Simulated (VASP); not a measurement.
Crystal: In3Se.

```
In Se
1.0
     4.80376    0.00000    0.00000
     0.00000    4.80376    0.00000
     0.00000    0.00000    4.80376
In Se
3 1
Direct
  0.50000 0.50000 0.00000
  0.50000 0.00000 0.50000
  0.00000 0.50000 0.50000
  0.00000 0.00000 0.00000
```

Base run:

```yaml
Program: VASP 6.6.1
Functional: r2SCAN
Potentials_or_basis: VASP PAW PBE potentials, release 64 (In_d, Se)
Cutoff: 520 eV
k_mesh: 6 × 6 × 6
Occupations: fermi-dirac, width 0.05 eV
Spin: no spin polarisation
```

Its results: pressure -1.2 GPa.

After a change of settings the same cell gave: pressure -0.3 GPa. Which change was it?
A. functional from r2SCAN to PBEsol; further incar settings from ALGO = Normal; EDIFF = 1e-07; NBANDS = 30 to ALGO = Normal; EDIFF = 1e-06; NBANDS = 30
B. functional from r2SCAN to LDA; potentials or basis from VASP PAW PBE potentials, release 64 (In_d, Se) to VASP PAW LDA potentials, release 64 (In_d, Se)
C. functional from r2SCAN to PBE
D. functional from r2SCAN to PBEsol

C.

Caveats: the PAW data sets were made with another functional, which shifts forces and pressure a little (some runs).
